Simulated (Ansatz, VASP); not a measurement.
Two plane-wave programs on AlN

```
Al N
1.0
     3.11300    0.00000    0.00000
    -1.55650    2.69594    0.00000
     0.00000    0.00000    4.98100
Al N
2 2
Direct
  0.33333 0.66667 0.99902
  0.66667 0.33333 0.49902
  0.33333 0.66667 0.38098
  0.66667 0.33333 0.88098
```

Alike in both runs: functional PBE; k mesh 11 × 11 × 6; occupations fermi-dirac, width 0.02 eV; no spin polarisation.

Ansatz relaxed the structure, and its values are those at the end. VASP's run is a single point on that final structure, the one shown.

|  | VASP | Ansatz |
| --- | --- | --- |
| version | VASP 6.6.1 | Ansatz 0.2.0 |
| potentials or method | VASP PAW PBE potentials, release 64 (Al, N) | plane-wave PAW, scalar-relativistic |
| plane-wave cutoff (eV) | 520 | 420 |
| valence electrons in the cell | 16 | 16 |

|  | VASP | Ansatz | Ansatz less VASP |
| --- | --- | --- | --- |
| gap on the k mesh at the Fermi level (eV) | 4.19 | 4.18 | -0.011 |
| pressure (GPa) | 3.4 | 3.7 | +0.26 |

With one functional, cell and mesh, what is left measures potentials, basis and numerics. Ansatz's warnings: stress scf threshold loose.
